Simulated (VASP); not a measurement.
# LiRu2 (P6/mmm) in VASP: further runs

The runs below take LiRu2 through single point, with PBE.

All numbers are computed with VASP 6.6.1; they aren't measurements. Logs are shortened: lines on timing, memory, paths and dates and some standing lists are left out, and cuts for length are marked.

## Step 1: The cell of the first run

It takes space group P6/mmm (No. 191, hexagonal). Conventional cell: a = 3.367 Å, b = 3.367 Å, c = 3.635 Å, α = 90.00°, β = 90.00°, γ = 120.00°. Li (site symmetry 6/mmm) has 12 Ru at 2.66 Å and 8 Li at 3.37 to 3.64 Å within 3.7 Å. Within 2.7 Å of Ru (site symmetry -6m2) lie 3 Ru at 1.94 Å and 6 Li at 2.66 Å.

## Step 2: Single point, PBE

Input file INCAR:

```
SYSTEM = LiRu2
  PREC = Accurate
  ENCUT = 520
  EDIFF = 1E-6
  ISMEAR = 0
  SIGMA = 0.1
  LREAL = .False.
  LASPH = .True.
  NELM = 60
  ALGO = Normal
  ISIF = 2
  LWAVE = .False.
  LCHARG = .False.
  GGA = PE
  NBANDS = 22
```

Input file KPOINTS:

```
regular mesh
0
Gamma
  6 6 6
  0 0 0
```

Input file POSCAR:

```
LiRu2
1.0
    3.3666376314      0.0000000000      0.0000000000
   -1.6833188157      2.9155937141      0.0000000000
    0.0000000000      0.0000000000      3.6350738545
Li Ru
1 2
Direct
    0.0000000000      0.0000000000      0.0000000000
    0.3333333333      0.6666666667      0.5000000000
    0.6666666667      0.3333333333      0.5000000000
```

Potentials or basis: VASP PAW PBE potentials, release 64 (Li_sv, Ru_pv).

Launch:

```bash
cat potpaw_PBE.64/Li_sv/POTCAR potpaw_PBE.64/Ru_pv/POTCAR > POTCAR
mpirun -np 1 vasp_std > vasp.out
```

OUTCAR:

```text
SYSTEM = LiRu2
   PREC = Accurate
   ENCUT = 520
   EDIFF = 1E-6
   ISMEAR = 0
   LREAL = .False.
   LASPH = .True.
   NELM = 60
   ISIF = 2
   GGA = PE

 ion  position               nearest neighbor table
   1  0.000  0.000  0.000-   2 2.66   3 2.66   2 2.66   3 2.66   2 2.66   2 2.66   3 2.66   3 2.66
                             3 2.66   3 2.66   2 2.66   2 2.66
   2  0.333  0.667  0.500-   3 1.94   3 1.94   3 1.94   1 2.66   1 2.66   1 2.66   1 2.66   1 2.66
                             1 2.66
   3  0.667  0.333  0.500-   2 1.94   2 1.94   2 1.94   1 2.66   1 2.66   1 2.66   1 2.66   1 2.66
                             1 2.66

  LATTYP: Found a hexagonal cell.
 ALAT       =     3.3666376314
 C/A-ratio  =     1.0797342193

  Lattice vectors:

 A1 = (   3.3666376314,   0.0000000000,   0.0000000000)
 A2 = (  -1.6833188157,   2.9155937141,   0.0000000000)
 A3 = (   0.0000000000,   0.0000000000,   3.6350738545)

Analysis of symmetry for initial positions (statically):
=====================================================================
 Subroutine PRICEL returns:
 Original cell was already a primitive cell.

 Routine SETGRP: Setting up the symmetry group for a
 hexagonal supercell.

 Subroutine GETGRP returns: Found 24 space group operations
 (whereof 24 operations were pure point group operations)
 out of a pool of 24 trial point group operations.

The static configuration has the point symmetry D_6h.

Analysis of symmetry for dynamics (positions and initial velocities):
=====================================================================
 Subroutine PRICEL returns:
 Original cell was already a primitive cell.

 Routine SETGRP: Setting up the symmetry group for a
 hexagonal supercell.

 Subroutine GETGRP returns: Found 24 space group operations
 (whereof 24 operations were pure point group operations)
 out of a pool of 24 trial point group operations.

The dynamic configuration has the point symmetry D_6h.

 Subroutine INISYM returns: Found 24 space group operations
 (whereof 24 operations are pure point group operations),
 and found     1 'primitive' translations

----------------------------------------------------------------------------------------

                                     Primitive cell

  volume of cell :      35.6810

  direct lattice vectors                    reciprocal lattice vectors
     3.366637631  0.000000000  0.000000000     0.297032265  0.171491658  0.000000000
    -1.683318816  2.915593714  0.000000000     0.000000000  0.342983316  0.000000000
     0.000000000  0.000000000  3.635073854     0.000000000  0.000000000  0.275097574

  length of vectors
     3.366637631  3.366637631  3.635073854     0.342983316  0.342983316  0.275097574

  position of ions in fractional coordinates (direct lattice)
     0.000000000  0.000000000  0.000000000
     0.333333333  0.666666667  0.500000000
     0.666666667  0.333333333  0.500000000

  ion indices of the primitive-cell ions
   primitive index   ion index
                 1           1
                 2           2
                 3           3

----------------------------------------------------------------------------------------

 KPOINTS: regular mesh

Automatic generation of k-mesh.
 Grid dimensions read from file:
 generate k-points for:    6    6    6

 Generating k-lattice:

  Cartesian coordinates                     Fractional coordinates (reciprocal lattice)
     0.049505377  0.028581943  0.000000000     0.166666667  0.000000000  0.000000000
     0.000000000  0.057163886  0.000000000     0.000000000  0.166666667  0.000000000
     0.000000000  0.000000000  0.045849596     0.000000000  0.000000000  0.166666667

  Length of vectors
     0.057163886  0.057163886  0.045849596

  Shift w.r.t. Gamma in fractional coordinates (k-lattice)
     0.000000000  0.000000000  0.000000000

 Subroutine IBZKPT returns following result:
 ===========================================

 Found     28 irreducible k-points:

 Following reciprocal coordinates:
            Coordinates               Weight
  0.000000  0.000000  0.000000      1.000000
  0.166667  0.000000  0.000000      6.000000
  0.333333  0.000000  0.000000      6.000000
  0.500000  0.000000  0.000000      3.000000
  0.166667  0.166667  0.000000      6.000000
  0.333333  0.166667  0.000000     12.000000
[... 16 lines left out ...]
  0.166667  0.000000  0.500000      6.000000
  0.333333  0.000000  0.500000      6.000000
 [... further k-points ...]
   k-points           NKPTS =     28   k-points in BZ     NKDIM =     28   number of bands    NBANDS=     22
   number of dos      NEDOS =    301   number of ions     NIONS =      3
   total plane-waves  NPLWV =  21952
   dimension x,y,z NGX =    28 NGY =   28 NGZ =   28
   dimension x,y,z NGXF=    56 NGYF=   56 NGZF=   56
   ions per type =               1   2
   NGX,Y,Z   is equivalent  to a cutoff of  13.83, 13.83, 12.81 a.u.
   NGXF,Y,Z  is equivalent  to a cutoff of  27.65, 27.65, 25.61 a.u.
 SYSTEM =  LiRu2
   PREC   = accura    normal or accurate (medium, high low for compatibility)
   ISTART =      0    job   : 0-new  1-cont  2-samecut
   ICHARG =      2    charge: 1-file 2-atom 10-const
   ISPIN  =      1    spin polarized calculation?
   LNONCOLLINEAR =      F non collinear calculations
   LSORBIT =      F    spin-orbit coupling
   LASPH  =      T    aspherical Exc in radial PAW
   ENCUT  =  520.0 eV  38.22 Ry    6.18 a.u.   6.26  6.26  6.76*2*pi/ulx,y,z
   NELM   =     60;   NELMIN=  2; NELMDL= -5     # of ELM steps
   EDIFF  = 0.1E-05   stopping-criterion for ELM
   LREAL  =      F    real-space projection
   EDIFFG = 0.1E-04   stopping-criterion for IOM
   NSW    =      0    number of steps for IOM
   IBRION =     -1    ionic relax: 0-MD 1-quasi-New 2-CG
   NFREE  =      0    steps in history (QN), initial steepest desc. (CG)
   ISIF   =      2    stress and relaxation
   ISYM   =      2    0-nonsym 1-usesym 2-fastsym
   POTIM  = 0.5000    time-step for ionic-motion
   TEBEG  =    0.0;   TEEND  =   0.0 temperature during run
   PSTRESS=    0.0 pullay stress
   NELECT =      31.0000    total number of electrons
   NUPDOWN=      -1.0000    fix difference up-down
   EMIN   =  10.00;   EMAX   =-10.00  energy-range for DOS
   EFERMI =   0.00;   METHOD = LEGACY
   ISMEAR =     0;   SIGMA  =   0.10  broadening in eV -4-tet -1-fermi 0-gaus
   EFERMI_NEDOS =   21; number of points for ismear=-14 and -15
   IALGO  =     38    algorithm
   IMIX   =      4    mixing-type and parameters
     AMIX     =   0.40;   BMIX     =  1.00
     AMIX_MAG =   1.60;   BMIX_MAG =  1.00
  volume/ion in A,a.u.               =      11.89        80.26
  Fermi-wavevector in a.u.,A,eV,Ry     =   1.562128  2.951993 33.201519  2.440243
  Thomas-Fermi vector in A             =   2.665092
   LORBIT       =      0    0 simple, 1 ext, 2 COOP (PROOUT), +10 PAW based schemes
   GGA     = PE    functional components
   LHFCALC =     F    Hartree Fock is set to
   AEXX    =    0.0000 exact exchange contribution
   IVDW    =     0    specifies the selected vdW correction
   LEPSILON=     F    determine dielectric tensor
   LRPA    =     F    only Hartree local field effects (RPA)
 non-spin polarized calculation
 Gauss-broadening in eV      SIGMA  =   0.10
  energy-cutoff  :      520.00
  volume of cell :       35.68
 maximum number of plane-waves:       974
 NGX is ok and might be reduce to    28
   NGX = 13   NGY = 13   NGZ = 13

 number of electron      30.9999991 magnetization

 Free energy of the ion-electron system (eV)
  ---------------------------------------------------
  ext. energy  EPLUGINS =         0.00000000
  ---------------------------------------------------
  free energy    TOTEN  =       -10.08415651 eV

  energy without entropy =      -10.07607771  energy(sigma->0) =      -10.08011711

 E-fermi :  11.1792     XC(G=0): -12.6297

 val. band max:       11.1497541498   @ k =   0.3333   0.0000   0.0000
 cond. band min:      11.2923820707   @ k =   0.3333   0.1667   0.3333
 fundamental gap:      0.1426279208
 Fermi energy:        11.1792369134

 k-point     1 :       0.0000    0.0000    0.0000
  band No.  band energies     occupation
      1     -35.6158      2.00000
      2     -35.6158      2.00000
      3     -34.3257      2.00000
      4     -33.1355      2.00000
      5     -31.4687      2.00000
      6     -30.8436      2.00000
[... 14 lines left out ...]
     21      21.5527      0.00000
     22      21.5527      0.00000

 k-point     2 :       0.1667    0.0000    0.0000
  band No.  band energies     occupation
      1     -35.7279      2.00000
      2     -35.3846      2.00000
      3     -34.3250      2.00000
      4     -33.0428      2.00000
      5     -31.5739      2.00000
      6     -31.0462      2.00000
[... 14 lines left out ...]
     21      19.1611      0.00000
     22      21.2838      0.00000

 k-point     3 :       0.3333    0.0000    0.0000
  band No.  band energies     occupation
      1     -35.9327      2.00000
      2     -34.8556      2.00000
      3     -34.3078      2.00000
      4     -32.8008      2.00000
      5     -31.8408      2.00000
      6     -31.5301      2.00000
[... 14 lines left out ...]
     21      19.1810      0.00000
     22      21.6470      0.00000
[... 476 lines left out ...]
 k-point    23 :       0.1667    0.0000    0.5000
  band No.  band energies     occupation
      1     -35.7262      2.00000
      2     -35.3823      2.00000
      3     -34.3462      2.00000
      4     -33.0421      2.00000
      5     -31.5870      2.00000
      6     -31.0470      2.00000
[... 14 lines left out ...]
     21      21.6156      0.00000
     22      21.6761      0.00000

 k-point    24 :       0.3333    0.0000    0.5000
  band No.  band energies     occupation
      1     -35.9309      2.00000
      2     -34.8387      2.00000
      3     -34.3293      2.00000
      4     -32.8151      2.00000
      5     -31.8557      2.00000
      6     -31.5319      2.00000
[... 14 lines left out ...]
     21      19.9524      0.00000
     22      21.3411      0.00000

 [... further k-points ...]

------------------------ aborting loop because EDIFF is reached ----------------------------------------

  FORCE on cell =-STRESS in cart. coord.  units (eV):
  Direction    XX          YY          ZZ          XY          YZ          ZX
  --------------------------------------------------------------------------------------
  -------------------------------------------------------------------------------------
  Total       50.5802665     50.5802665      6.3901506      0.0000000      0.0000000      0.0000000
  in kB     2271.1984209   2271.1984209    286.9360102      0.0000000      0.0000000      0.0000000
  external PRESSURE =    1609.7776173 kB  Pullay stress =       0.0000000 kB

 VOLUME and BASIS-vectors are now :
 -----------------------------------------------------------------------------
  energy-cutoff  :      520.00
  volume of cell :       35.68
      direct lattice vectors                 reciprocal lattice vectors
     3.366637631  0.000000000  0.000000000     0.297032265  0.171491658  0.000000000
    -1.683318816  2.915593714  0.000000000     0.000000000  0.342983316  0.000000000
     0.000000000  0.000000000  3.635073854     0.000000000  0.000000000  0.275097574

 POSITION                                       TOTAL-FORCE (eV/Angst)
 -----------------------------------------------------------------------------------
      0.00000      0.00000      0.00000        -0.000000      0.000000      0.000000
     -0.00000      1.94373      1.81754         0.000000     -0.000000      0.000000
      1.68332      0.97186      1.81754        -0.000000      0.000000      0.000000
 -----------------------------------------------------------------------------------
    total drift:                               -0.000000      0.000000     -0.000000

  FREE ENERGIE OF THE ION-ELECTRON SYSTEM (eV)
  ---------------------------------------------------
  free  energy   TOTEN  =       -10.0841565103 eV

  energy  without entropy=      -10.0760777092  energy(sigma->0) =      -10.08011711
```

Run time: 9.2 s. Hardware: 1 thread of Intel Xeon 6975P-C (Granite Rapids), shared host; peak memory 0.16 GiB.

Results:

```
Free energy            : -10.0842 eV
Band gap on the k mesh : zero (an odd number of electrons rules out a gap without spin polarisation)
```

Caveat: the cutoff is under 1.25 times the usual one of these potentials, so pressure, stress and relaxed cells hold a basis-set (Pulay) error; atoms lie so close that the PAW spheres overlap strongly, which falsifies energies and pressures.

## Step 3: Single point, PBE

This run uses another cell than the first one, of 13.85 Å³/atom.

Input file INCAR:

```
SYSTEM = LiRu2
  PREC = Accurate
  ENCUT = 520
  EDIFF = 1E-7
  ISMEAR = 0
  SIGMA = 0.1
  LREAL = .FALSE.
  LASPH = .TRUE.
  NELM = 80
  ALGO = Normal
  ISIF = 2
  LWAVE = .FALSE.
  LCHARG = .FALSE.
  GGA = PE
  NBANDS = 22
```

Input file KPOINTS:

```
regular mesh
0
G
  6 6 6
  0 0 0
```

Input file POSCAR:

```
LiRu2
1.0
    4.3237826275      0.0000000000      0.0000000000
   -2.1618913138      3.7445055959      0.0000000000
    0.0000000000      0.0000000000      2.5660994756
Li Ru
1 2
Direct
    0.0000000000      0.0000000000      0.0000000000
    0.3333333333      0.6666666667      0.5000000000
    0.6666666667      0.3333333333      0.5000000000
```

Potentials or basis: VASP PAW PBE potentials, release 64 (Li_sv, Ru_pv).

Launch:

```bash
cat potpaw_PBE.64/Li_sv/POTCAR potpaw_PBE.64/Ru_pv/POTCAR > POTCAR
mpirun -np 1 vasp_std > vasp.out
```

Wall time 9 s (1 thread of Intel Xeon 6975P-C (Granite Rapids), shared host); peak memory 0.16 GiB.

Results (log left out):

| Quantity | Value |
| --- | --- |
| Free energy | -19.3448 eV |
| Band gap on the k mesh | zero (an odd number of electrons rules out a gap without spin polarisation) |

Levels at points of the mesh, in eV from the Fermi level:
| k point | band 12 | band 13 | band 14 | band 15 | band 16 | band 17 | band 18 | band 19 | band 20 | band 21 |
| --- | --- | --- | --- | --- | --- | --- | --- | --- | --- | --- |
| (0.00, 0.00, 0.00) | -3.08 | -2.38 | -2.38 | -0.50 | -0.50 | 1.16 | 1.16 | 5.81 | 5.81 | 7.74 |
| (0.50, 0.00, 0.00) | -3.75 | -2.17 | -0.70 | -0.26 | 0.29 | 0.76 | 0.94 | 1.41 | 1.42 | 8.89 |
| (0.00, 0.00, 0.50) | -1.97 | -1.58 | -1.58 | -1.49 | -1.49 | 0.13 | 3.09 | 4.28 | 9.53 | 9.53 |
| (0.50, 0.00, 0.50) | -2.93 | -2.33 | -1.07 | -0.19 | 0.90 | 2.01 | 3.43 | 4.39 | 6.69 | 7.50 |

Caveat: the k points lie up to 0.41 Å⁻¹ apart, too coarse for converged energies and pressures of a metal; the cutoff is under 1.25 times the usual one of these potentials, so pressure, stress and relaxed cells hold a basis-set (Pulay) error.

The gap in the log of VASP goes by the Fermi energy; the results here count the filled bands.